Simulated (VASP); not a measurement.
A run of VASP 6.6.1 is set up as follows.

INCAR

```
SYSTEM = BN
PREC = Accurate
ENCUT = 600
EDIFF = 1E-6
ISMEAR = 0
SIGMA = 0.01
LREAL = Auto
LASPH = .TRUE.
NELM = 120
ALGO = Normal
ISIF = 2
LWAVE = .FALSE.
LCHARG = .FALSE.
GGA = PE
NBANDS = 326
GGA_COMPAT = .FALSE.
```

File KPOINTS:

```
Automatic mesh
0
Gamma
  1 1 1
  0.25 0.25 0.25
```

Contents of POSCAR:

```
BN
1.0
    9.9533750459      0.0000000000      0.0000000000
   -4.9766875230      8.6198756432      0.0000000000
    0.0000000000      0.0000000000     12.9909657524
B N
64 64
Direct
    0.0833333333      0.1666666667      0.1250000000
    0.1666666667      0.0833333333      0.3750000000
    0.0833333333      0.1666666667      0.6250000000
    0.1666666667      0.0833333333      0.8750000000
    0.0833333333      0.4166666667      0.1250000000
    0.1666666667      0.3333333333      0.3750000000
[... 120 lines left out ...]
    0.8333333333      0.9166666667      0.8750000000
    0.9166666667      0.8333333333      0.6250000000
```

Potentials or basis: VASP PAW PBE potentials, release 64 (B, N).

Command:

```console
$ cat potpaw_PBE.64/B/POTCAR potpaw_PBE.64/N/POTCAR > POTCAR
$ mpirun -np 1 vasp_std > vasp.out
```

Task: Estimate the pressure.

Result: 8.5 GPa.

Task: Estimate the band gap on the k mesh.

Result: 4.41 eV.

Stress tensor (GPa, compression positive):
```
11.00  0.00  0.00
 0.00 11.00  0.00
 0.00  0.00  3.51
```

Caveat: the k points lie up to 0.73 Å⁻¹ apart; a shifted mesh leaves out Γ, where band edges can lie; this functional lacks dispersion, which binds layers or chains, so the pressure and a relaxed spacing across them are unreliable. A k mesh can miss the band edges.
